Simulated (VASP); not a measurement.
**Li2O (f.bd3): single point with PBE+D3(BJ)**

The system is Li2O (f.bd3).

```
CELL_PARAMETERS angstrom
0.00000 2.26156 2.26156
2.26156 0.00000 2.26156
2.26156 2.26156 0.00000
ATOMIC_POSITIONS crystal
O 0.00000 0.00000 0.00000
Li 0.25000 0.25000 0.25000
Li 0.75000 0.75000 0.75000
```

```
Program                : VASP 6.6.1
Task                   : single point
Functional             : PBE
Dispersion             : D3(BJ)
Potentials or basis    : VASP PAW PBE potentials, release 64 (O, Li_sv)
Cutoff                 : 750 eV
k mesh                 : 10 × 10 × 10
Occupations            : gaussian, width 0.02 eV
Spin                   : no spin polarisation
Dipole correction      : no
Further INCAR settings : ALGO = Normal; EDIFF = 1e-06; NBANDS = 13
```

```
Pressure                   : -0.1 GPa
Band gap on the k mesh     : 5.10 eV, indirect (least direct gap 5.75 eV)
Dispersion energy per atom : -0.282 eV
```

Levels at points of the mesh, in eV from the valence-band top:
```csv
k point,band 3,band 4,band 5,band 6,band 7,band 8,band 9,band 10
"(0.00, 0.00, 0.00)",-15.55,0.00,0.00,0.00,5.75,12.31,12.31,12.31
"(0.50, 0.00, 0.00)",-15.32,-2.93,-0.48,-0.48,9.63,10.46,12.42,12.42
"(0.50, 0.50, 0.00)",-15.28,-1.65,-1.49,-1.49,5.10,14.15,14.15,15.56
```

Wall time 48 s on 1 thread of Intel Xeon 8259CL, with other jobs on the host, peak memory 0.18 GiB.

A k mesh can miss the band edges. A hybrid or GW would open this gap; PBE tends to underestimate it.
